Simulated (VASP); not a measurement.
# SnTe in VASP: further runs

The runs below take SnTe through single point, with PBE, PBEsol-based global hybrid, PBE0.

Program: VASP 6.6.1. These are calculated values, not measurements. Logs are shortened: lines on timing, memory, paths and dates and some standing lists are left out, and cuts for length are marked.

### Step 1. The cell of the first run

The typed cell holds 2 atoms: a = 3.905 Å, b = 3.905 Å, c = 3.905 Å, α = 90.00°, β = 90.00°, γ = 90.00°.

### Step 2. Single point, PBE (atoms moved at random)

Contents of INCAR:

```
ALGO = Normal ; EDIFF = 1E-6
ENCUT = 520 ; GGA = PE
ISIF = 2 ; ISMEAR = -1
LASPH = T ; LCHARG = F
LREAL = F ; LWAVE = F
NBANDS = 17 ; NELM = 60
PREC = Accurate ; SIGMA = 0.05
```

Contents of KPOINTS:

```
k-points
0
Gamma
  7 7 7
```

Contents of POSCAR:

```
SnTe
1.0
    3.9047000000      0.0000000000      0.0000000000
    0.0000000000      3.9047000000      0.0000000000
    0.0000000000      0.0000000000      3.9047000000
Te Sn
1 1
Direct
    0.4871080000      0.5016510000      0.4964510000
    0.0122550000      0.0075080000      0.0091910000
```

Potentials or basis: VASP PAW PBE potentials, release 64 (Te, Sn_d).

Launch:

```bash
$ cat potpaw_PBE.64/Te/POTCAR potpaw_PBE.64/Sn_d/POTCAR > POTCAR
$ mpirun -np 1 vasp_std > vasp.out
```

OUTCAR:

```text
EDIFF = 1E-6
   ENCUT = 520
   GGA = PE
   ISIF = 2
   ISMEAR = -1
   LASPH = T
   LREAL = F
   NELM = 60
   PREC = Accurate

 ion  position               nearest neighbor table
   1  0.487  0.502  0.496-   2 3.28   2 3.31   2 3.34   2 3.37   2 3.40   2 3.42   2 3.45   2 3.48

   2  0.012  0.008  0.009-   1 3.28   1 3.31   1 3.34   1 3.37   1 3.40   1 3.42   1 3.45   1 3.48

  LATTYP: Found a simple cubic cell.
 ALAT       =     3.9047000000

  Lattice vectors:

 A1 = (   3.9047000000,   0.0000000000,   0.0000000000)
 A2 = (   0.0000000000,   3.9047000000,   0.0000000000)
 A3 = (   0.0000000000,   0.0000000000,   3.9047000000)

Analysis of symmetry for initial positions (statically):
=====================================================================
 Subroutine PRICEL returns:
 Original cell was already a primitive cell.

 Routine SETGRP: Setting up the symmetry group for a
 simple cubic supercell.

 Subroutine GETGRP returns: Found  1 space group operations
 (whereof  1 operations were pure point group operations)
 out of a pool of 48 trial point group operations.

The static configuration has the point symmetry C_1 .

Analysis of symmetry for dynamics (positions and initial velocities):
=====================================================================
 Subroutine PRICEL returns:
 Original cell was already a primitive cell.

 Routine SETGRP: Setting up the symmetry group for a
 simple cubic supercell.

 Subroutine GETGRP returns: Found  1 space group operations
 (whereof  1 operations were pure point group operations)
 out of a pool of 48 trial point group operations.

The dynamic configuration has the point symmetry C_1 .

 Subroutine INISYM returns: Found  1 space group operations
 (whereof  1 operations are pure point group operations),
 and found     1 'primitive' translations

----------------------------------------------------------------------------------------

                                     Primitive cell

  volume of cell :      59.5337

  direct lattice vectors                    reciprocal lattice vectors
     3.904700000  0.000000000  0.000000000     0.256101621  0.000000000  0.000000000
     0.000000000  3.904700000  0.000000000     0.000000000  0.256101621  0.000000000
     0.000000000  0.000000000  3.904700000     0.000000000  0.000000000  0.256101621

  length of vectors
     3.904700000  3.904700000  3.904700000     0.256101621  0.256101621  0.256101621

  position of ions in fractional coordinates (direct lattice)
     0.487108000  0.501651000  0.496451000
     0.012255000  0.007508000  0.009191000

  ion indices of the primitive-cell ions
   primitive index   ion index
                 1           1
                 2           2

----------------------------------------------------------------------------------------

 KPOINTS: k-points

Automatic generation of k-mesh.
 Grid dimensions read from file:
 generate k-points for:    7    7    7

 Generating k-lattice:

  Cartesian coordinates                     Fractional coordinates (reciprocal lattice)
     0.036585946  0.000000000  0.000000000     0.142857143  0.000000000  0.000000000
     0.000000000  0.036585946  0.000000000     0.000000000  0.142857143  0.000000000
     0.000000000  0.000000000  0.036585946     0.000000000  0.000000000  0.142857143

  Length of vectors
     0.036585946  0.036585946  0.036585946

  Shift w.r.t. Gamma in fractional coordinates (k-lattice)
     0.000000000  0.000000000  0.000000000

 Subroutine IBZKPT returns following result:
 ===========================================

 Found    172 irreducible k-points:

 Following reciprocal coordinates:
            Coordinates               Weight
  0.000000  0.000000  0.000000      1.000000
  0.142857  0.000000  0.000000      2.000000
  0.000000  0.142857  0.000000      2.000000
  0.000000  0.000000  0.142857      2.000000
  0.285714  0.000000  0.000000      2.000000
  0.000000  0.285714  0.000000      2.000000
[... 16 lines left out ...]
  0.000000 -0.285714  0.142857      2.000000
 -0.142857  0.000000  0.285714      2.000000
 [... further k-points ...]
   k-points           NKPTS =    172   k-points in BZ     NKDIM =    172   number of bands    NBANDS=     17
   number of dos      NEDOS =    301   number of ions     NIONS =      2
   total plane-waves  NPLWV =  27000
   dimension x,y,z NGX =    30 NGY =   30 NGZ =   30
   dimension x,y,z NGXF=    60 NGYF=   60 NGZF=   60
   ions per type =               1   1
   NGX,Y,Z   is equivalent  to a cutoff of  12.77, 12.77, 12.77 a.u.
   NGXF,Y,Z  is equivalent  to a cutoff of  25.55, 25.55, 25.55 a.u.
 SYSTEM =  unknown system
   PREC   = accura    normal or accurate (medium, high low for compatibility)
   ISTART =      0    job   : 0-new  1-cont  2-samecut
   ICHARG =      2    charge: 1-file 2-atom 10-const
   ISPIN  =      1    spin polarized calculation?
   LNONCOLLINEAR =      F non collinear calculations
   LSORBIT =      F    spin-orbit coupling
   LASPH  =      T    aspherical Exc in radial PAW
   ENCUT  =  520.0 eV  38.22 Ry    6.18 a.u.   7.26  7.26  7.26*2*pi/ulx,y,z
   NELM   =     60;   NELMIN=  2; NELMDL= -5     # of ELM steps
   EDIFF  = 0.1E-05   stopping-criterion for ELM
   LREAL  =      F    real-space projection
   EDIFFG = 0.1E-04   stopping-criterion for IOM
   NSW    =      0    number of steps for IOM
   IBRION =     -1    ionic relax: 0-MD 1-quasi-New 2-CG
   NFREE  =      0    steps in history (QN), initial steepest desc. (CG)
   ISIF   =      2    stress and relaxation
   ISYM   =      2    0-nonsym 1-usesym 2-fastsym
   POTIM  = 0.5000    time-step for ionic-motion
   TEBEG  =    0.0;   TEEND  =   0.0 temperature during run
   PSTRESS=    0.0 pullay stress
   NELECT =      20.0000    total number of electrons
   NUPDOWN=      -1.0000    fix difference up-down
   EMIN   =  10.00;   EMAX   =-10.00  energy-range for DOS
   EFERMI =   0.00;   METHOD = LEGACY
   ISMEAR =    -1;   SIGMA  =   0.05  broadening in eV -4-tet -1-fermi 0-gaus
   EFERMI_NEDOS =   21; number of points for ismear=-14 and -15
   IALGO  =     38    algorithm
   IMIX   =      4    mixing-type and parameters
     AMIX     =   0.40;   BMIX     =  1.00
     AMIX_MAG =   1.60;   BMIX_MAG =  1.00
  volume/ion in A,a.u.               =      29.77       200.88
  Fermi-wavevector in a.u.,A,eV,Ry     =   1.138057  2.150615 17.621893  1.295173
  Thomas-Fermi vector in A             =   2.274761
   LORBIT       =      0    0 simple, 1 ext, 2 COOP (PROOUT), +10 PAW based schemes
   GGA     = PE    functional components
   LHFCALC =     F    Hartree Fock is set to
   AEXX    =    0.0000 exact exchange contribution
   IVDW    =     0    specifies the selected vdW correction
   LEPSILON=     F    determine dielectric tensor
   LRPA    =     F    only Hartree local field effects (RPA)
 non-spin polarized calculation
  energy-cutoff  :      520.00
  volume of cell :       59.53
 maximum number of plane-waves:      1614
 NGX is ok and might be reduce to    30
   NGX = 15   NGY = 15   NGZ = 15

 number of electron      20.0000007 magnetization

 Free energy of the ion-electron system (eV)
  ---------------------------------------------------
  ext. energy  EPLUGINS =         0.00000000
  ---------------------------------------------------
  free energy    TOTEN  =        -7.08306462 eV

  energy without entropy =       -7.06409596  energy(sigma->0) =       -7.07358029

 E-fermi :   7.0024     XC(G=0):  -9.8774

 val. band max:        6.9853267351   @ k =   0.0000   0.4286   0.2857
 cond. band min:       7.0598058459   @ k =   0.4286   0.4286   0.4286
 fundamental gap:      0.0744791108
 Fermi energy:         7.0023909184

 k-point     1 :       0.0000    0.0000    0.0000
  band No.  band energies     occupation
      1     -14.5531      2.00000
      2     -14.5521      2.00000
      3     -14.5165      2.00000
      4     -14.5157      2.00000
      5     -14.5153      2.00000
      6      -5.3010      2.00000
[... 9 lines left out ...]
     16      17.8941      0.00000
     17      17.9032      0.00000

 k-point     2 :       0.1429    0.0000    0.0000
  band No.  band energies     occupation
      1     -14.5529      2.00000
      2     -14.5461      2.00000
      3     -14.5178      2.00000
      4     -14.5176      2.00000
      5     -14.5159      2.00000
      6      -5.1448      2.00000
[... 9 lines left out ...]
     16      17.1352      0.00000
     17      17.4507      0.00000

 k-point     3 :       0.0000    0.1429    0.0000
  band No.  band energies     occupation
      1     -14.5521      2.00000
      2     -14.5468      2.00000
      3     -14.5185      2.00000
      4     -14.5175      2.00000
      5     -14.5154      2.00000
      6      -5.1439      2.00000
[... 9 lines left out ...]
     16      17.1120      0.00000
     17      17.4540      0.00000

 k-point     4 :       0.0000    0.0000    0.1429
  band No.  band energies     occupation
      1     -14.5523      2.00000
      2     -14.5467      2.00000
      3     -14.5184      2.00000
      4     -14.5175      2.00000
      5     -14.5154      2.00000
      6      -5.1441      2.00000
[... 9 lines left out ...]
     16      17.1169      0.00000
     17      17.4666      0.00000
[... 343 lines left out ...]
      1     -14.5473      2.00000
      2     -14.5309      2.00000
      3     -14.5254      2.00000
      4     -14.5217      2.00000
      5     -14.5171      2.00000
      6      -4.5694      2.00000
[... 9 lines left out ...]
     16      15.4183      0.00000
     17      16.1263      0.00000

 k-point    23 :       0.0000   -0.2857    0.1429
  band No.  band energies     occupation
      1     -14.5472      2.00000
      2     -14.5310      2.00000
      3     -14.5255      2.00000
      4     -14.5219      2.00000
      5     -14.5169      2.00000
      6      -4.5687      2.00000
[... 9 lines left out ...]
     16      15.4211      0.00000
     17      16.1280      0.00000

 k-point    24 :      -0.1429    0.0000    0.2857
  band No.  band energies     occupation
      1     -14.5476      2.00000
      2     -14.5306      2.00000
      3     -14.5247      2.00000
      4     -14.5226      2.00000
      5     -14.5170      2.00000
      6      -4.5702      2.00000
[... 9 lines left out ...]
     16      15.4450      0.00000
     17      16.1174      0.00000

 [... further k-points ...]
[... 5 lines left out ...]
  --------------------------------------------------------------------------------------
  -------------------------------------------------------------------------------------
  Total       -0.3376166     -0.3272019     -0.3291209      0.0131922      0.0070597      0.0282180
  in kB       -9.0859719     -8.8056886     -8.8573350      0.3550285      0.1899924      0.7594061
  external PRESSURE =      -8.9163319 kB  Pullay stress =       0.0000000 kB

 VOLUME and BASIS-vectors are now :
 -----------------------------------------------------------------------------
  energy-cutoff  :      520.00
  volume of cell :       59.53
      direct lattice vectors                 reciprocal lattice vectors
     3.904700000  0.000000000  0.000000000     0.256101621  0.000000000  0.000000000
     0.000000000  3.904700000  0.000000000     0.000000000  0.256101621  0.000000000
     0.000000000  0.000000000  3.904700000     0.000000000  0.000000000  0.256101621

 POSITION                                       TOTAL-FORCE (eV/Angst)
 -----------------------------------------------------------------------------------
      1.90201      1.95880      1.93849        -0.047893     -0.009430     -0.021151
      0.04785      0.02932      0.03589         0.047893      0.009430      0.021151
 -----------------------------------------------------------------------------------
    total drift:                               -0.000092      0.000166     -0.000099

  FREE ENERGIE OF THE ION-ELECTRON SYSTEM (eV)
  ---------------------------------------------------
  free  energy   TOTEN  =        -7.0830646163 eV

  energy  without entropy=       -7.0640959557  energy(sigma->0) =       -7.07358029
```

Wall time 60 s (1 thread of AMD EPYC 9R45 (Zen 5), shared host); peak memory 0.27 GiB.

Results:

- Free energy: -7.0831 eV
- Pressure: -0.9 GPa
- Largest force: 0.053 eV/Å
- Band gap on the k mesh: zero (band 10 reaches 7.23 eV, above the bottom of band 11 at 6.17 eV)

Forces in eV/Å, atoms in the order of the input:
```
Te  -0.048 -0.009 -0.021
Sn   0.048  0.009  0.021
```

Stress tensor (GPa, compression positive):
```
-0.91  0.04  0.08
 0.04 -0.88  0.02
 0.08  0.02 -0.89
```

Caveat: the cell differs from its parent crystal (atoms moved at random); spin-orbit coupling is left out, which moves the levels of the heavy elements.

(Part 1 of 2 ends here.)
